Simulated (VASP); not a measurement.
# ZnS: single point with PBE

The system is ZnS.

```
Zn S
1.0
     3.84672    0.00000    0.00000
    -1.92336    3.33136    0.00000
     0.00000    0.00000   12.59023
Zn S
4 4
Direct
  0.00000 0.00000 0.00093
  0.00000 0.00000 0.49917
  0.33333 0.66667 0.25063
  0.66667 0.33333 0.74942
  0.00000 0.00000 0.18431
  0.00000 0.00000 0.69027
  0.33333 0.66667 0.43764
  0.66667 0.33333 0.93764
```

This cell differs from its parent crystal: mode 23 (322.4 1/cm) frozen in, largest displacement +0.037 Å.

```
Program             : VASP 6.6.1
Task                : single point
Functional          : PBE
Potentials or basis : VASP PAW PBE potentials, release 64 (Zn, S)
Cutoff              : 520 eV
k mesh              : 12 × 12 × 2
Occupations         : gaussian, width 0.05 eV
Spin                : no spin polarisation
```

```yaml
Pressure: 0.2 GPa
Largest_force: 0.493 eV/Å
Band_gap_on_the_k_mesh: 2.02 eV, direct
```

Forces in eV/Å, atoms in the order of the input:
```
Zn   0.000  0.000 -0.304
Zn   0.000  0.000  0.262
Zn   0.000  0.000 -0.194
Zn   0.000  0.000  0.190
S    0.000  0.000  0.493
S    0.000  0.000 -0.442
S    0.000  0.000 -0.003
S    0.000  0.000 -0.003
```

Levels at points of the mesh, in eV from the valence-band top:
```
           k point  band 34  band 35  band 36  band 37  band 38  band 39
(0.00, 0.00, 0.00)    -0.06     0.00     0.00     2.02     3.10     3.31
(0.50, 0.00, 0.00)    -1.54    -1.08    -0.85     3.24     3.36     3.74
(0.00, 0.00, 0.50)    -0.24    -0.07    -0.07     2.80     2.92     3.18
(0.50, 0.00, 0.50)    -1.41    -1.18    -0.98     3.59     3.73     3.90
```

It took 10 min on 1 thread of Oxide Virtual Turin-like Processor, on a shared host, peak memory 0.36 GiB.

Caveat: the cell differs from its parent crystal (mode 23 (322.4 1/cm) frozen in, largest displacement +0.037 Å). A k mesh can miss the band edges.
